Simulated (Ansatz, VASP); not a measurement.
## KI: VASP beside Ansatz

INCAR

```
PREC = Accurate
ENCUT = 520
EDIFF = 1E-7
ISMEAR = 0
SIGMA = 0.05
LREAL = F
LASPH = T
NELM = 100
ALGO = Normal
ISIF = 2
LWAVE = F
LCHARG = F
GGA = PE
NBANDS = 15
```

File KPOINTS:

```
Automatic mesh
0
Gamma
  6 6 6
```

File POSCAR:

```
KI
1.0
    4.2911966600      0.0000000000      0.0000000000
    0.0000000000      4.2911966600      0.0000000000
    0.0000000000      0.0000000000      4.3555646099
K I
1 1
Direct
    0.0000000000      0.0000000000      0.0000000000
    0.5000000000      0.5000000000      0.5000000000
```

Input for Ansatz:

```yaml
crystal:
  lattice:
    - [4.29119666, 0.0, 0.0]
    - [0.0, 4.29119666, 0.0]
    - [0.0, 0.0, 4.3555646099]
  atoms:
    - { symbol: K, position: [0.0, 0.0, 0.0] }
    - { symbol: I, position: [0.5, 0.5, 0.5] }
basis:
  ecutwfc: 420
kpoints:
  mp_grid: { grid: [6, 6, 6] }
hamiltonian:
  xc: pbe
scf:
  occupations: { method: gaussian, width: 0.05 }
output:
  forces: true
  stress: true
  eigenvalues: true
```

Change from the starting cell: strain +0.000 along x and y, +0.015 along z, atoms carried along.

Alike in both runs: task single point; functional PBE; k mesh 6 × 6 × 6; occupations gaussian, width 0.05 eV; no spin polarisation.

```csv
,VASP,Ansatz
version,VASP 6.6.1,Ansatz 0.2.0
potentials or method,"VASP PAW PBE potentials, release 64 (K_sv, I), cutoff 520 eV","scalar-relativistic, plane waves, PAW"
valence electrons in the cell,16,26
```

|  | VASP | Ansatz | Ansatz less VASP |
| --- | --- | --- | --- |
| gap on the k mesh at the Fermi level (eV) | 3.26 | 3.27 | +0.003 |
| least direct gap on the mesh (eV) | 3.61 | 3.61 | +0.003 |
| pressure (GPa) | 0.3 | 0.3 | -0.02 |
| traceless stress, the component that is largest in VASP (GPa) | -0.29 | -0.29 | 0.000 |

VASP's potentials hold 16 valence electrons a cell and Ansatz's 26, so a difference there can come from the potentials and not from the codes.

Neither program's run includes spin-orbit coupling.
